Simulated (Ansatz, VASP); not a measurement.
**Two plane-wave programs on KInGaC6N6**

INCAR

```
SYSTEM = KInGaC6N6
ALGO = Normal
EDIFF = 1E-6
EDIFFG = -0.04
ENCUT = 600
GGA = PE
IBRION = 2
ISIF = 3
ISMEAR = 0
LASPH = .True.
LCHARG = .False.
LREAL = Auto
LWAVE = .False.
NELM = 100
NSW = 90
PREC = Accurate
SIGMA = 0.1
```

Contents of KPOINTS:

```
k-points
0
Gamma
  4 4 4
  0 0 0
```

POSCAR

```
KInGaC6N6
1.0
    0.0000000000      5.1635000000      5.1635000000
    5.1635000000      0.0000000000      5.1635000000
    5.1635000000      5.1635000000      0.0000000000
K In Ga C N
1 1 1 6 6
Direct
    0.7500000000      0.7500000000      0.7500000000
    0.5000000000      0.5000000000      0.5000000000
    0.0000000000      0.0000000000      0.0000000000
    0.8164036000      0.1835964000      0.1835964000
    0.1835964000      0.1835964000      0.8164036000
    0.8164036000      0.1835964000      0.8164036000
    0.1835964000      0.8164036000      0.8164036000
    0.8164036000      0.8164036000      0.1835964000
    0.1835964000      0.8164036000      0.1835964000
    0.7031083600      0.2968916400      0.2968916400
    0.2968916400      0.2968916400      0.7031083600
    0.7031083600      0.2968916400      0.7031083600
    0.2968916400      0.7031083600      0.7031083600
    0.7031083600      0.7031083600      0.2968916400
    0.2968916400      0.7031083600      0.2968916400
```

Input for Ansatz:

```yaml
crystal:
  lattice:
    - [0.0, 5.1635, 5.1635]
    - [5.1635, 0.0, 5.1635]
    - [5.1635, 5.1635, 0.0]
  atoms:
    - { symbol: K, position: [0.75, 0.75, 0.75] }
    - { symbol: In, position: [0.5, 0.5, 0.5] }
    - { symbol: Ga, position: [0.0, 0.0, 0.0] }
    - { symbol: C, position: [0.8164036, 0.1835964, 0.1835964] }
    - { symbol: C, position: [0.1835964, 0.1835964, 0.8164036] }
    - { symbol: C, position: [0.8164036, 0.1835964, 0.8164036] }
    - { symbol: C, position: [0.1835964, 0.8164036, 0.8164036] }
    - { symbol: C, position: [0.8164036, 0.8164036, 0.1835964] }
    - { symbol: C, position: [0.1835964, 0.8164036, 0.1835964] }
    - { symbol: "N", position: [0.70310836, 0.29689164, 0.29689164] }
    - { symbol: "N", position: [0.29689164, 0.29689164, 0.70310836] }
    - { symbol: "N", position: [0.70310836, 0.29689164, 0.70310836] }
    - { symbol: "N", position: [0.29689164, 0.70310836, 0.70310836] }
    - { symbol: "N", position: [0.70310836, 0.70310836, 0.29689164] }
    - { symbol: "N", position: [0.29689164, 0.70310836, 0.29689164] }
basis:
  ecutwfc: 420
kpoints:
  mp_grid: { grid: [4, 4, 4] }
hamiltonian:
  xc: pbe
scf:
  occupations: { method: gaussian, width: 0.1 }
  lower_state_search: "off"
output:
  forces: true
  stress: true
  eigenvalues: true
relax:
  adjacent_minimum: "off"
  f_tol: 0.04
  max_steps: 70
  cell: { stress_tol: 0.4 }
```

Alike in both runs: task relaxation of cell and atoms; functional PBE; k mesh 4 × 4 × 4; occupations gaussian, width 0.1 eV; no spin polarisation.

```csv
,VASP,Ansatz
version,VASP 6.6.1,Ansatz 0.2.0
potentials or method,"VASP PAW PBE potentials, release 64 (K_sv, In_d, Ga_d, C, N), cutoff 600 eV","scalar-relativistic, plane waves, PAW"
valence electrons in the cell,89,89
```

|  | VASP | Ansatz | Ansatz less VASP |
| --- | --- | --- | --- |
| gap on the k mesh at the Fermi level, each at its own relaxed structure (eV) | none | none | - |
| relaxed volume (Å³/atom) | 22.39 | 22.27 | -0.119 |
| relaxed length of the cell vector where the two differ most in proportion (Å) | 7.802 | 7.788 | -0.0138 |

A gap of «none» marks a metal or a gap that the smearing closes.

Noted on VASP's run: the standard files for N, O and F lose accuracy on very short bonds; the volume moved by over 15 % at a fixed basis, so the end points are rough.
